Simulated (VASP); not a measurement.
SiO2: single point with r2SCAN

The system is SiO2.

```
CELL_PARAMETERS angstrom
0.00000 3.73727 3.73727
3.73727 0.00000 3.73727
3.73727 3.73727 0.00000
ATOMIC_POSITIONS crystal
Si 0.50000 0.50000 0.50000
Si 0.75000 0.75000 0.75000
O 0.62500 0.62500 0.62500
O 0.12500 0.62500 0.62500
O 0.62500 0.62500 0.12500
O 0.62500 0.12500 0.62500
```

- Program: VASP 6.6.1
- Task: single point
- Functional: r2SCAN
- Potentials or basis: VASP PAW PBE potentials, release 64 (Si, O)
- Cutoff: 520 eV
- k mesh: 6 × 6 × 6
- Occupations: gaussian, width 0.02 eV
- Spin: no spin polarisation
- Dipole correction: no
- Further INCAR settings: ALGO = Normal; EDIFF = 1e-06; NBANDS = 25

```
Pressure               : -4.3 GPa
Band gap on the k mesh : 5.96 eV (least direct gap 5.97 eV)
```

Levels at points of the mesh, in eV from the valence-band top:
```
           k point  band 14  band 15  band 16  band 17  band 18  band 19
(0.00, 0.00, 0.00)    -0.01    -0.01    -0.01     5.96     9.39     9.52
(0.50, 0.00, 0.00)    -0.98    -0.98     0.00     8.25     8.57     9.21
(0.50, 0.50, 0.00)    -1.40    -0.65    -0.65     8.86     8.86    11.12
```

It took 4 min on 1 thread of Intel Xeon 8259CL (shared host), peak memory 0.25 GiB.

Caveat: the cell stands under tension; the PAW data sets were made with another functional, which shifts forces and pressure a little. r2SCAN opens gaps a little over a GGA but as a rule still falls short of measured ones.
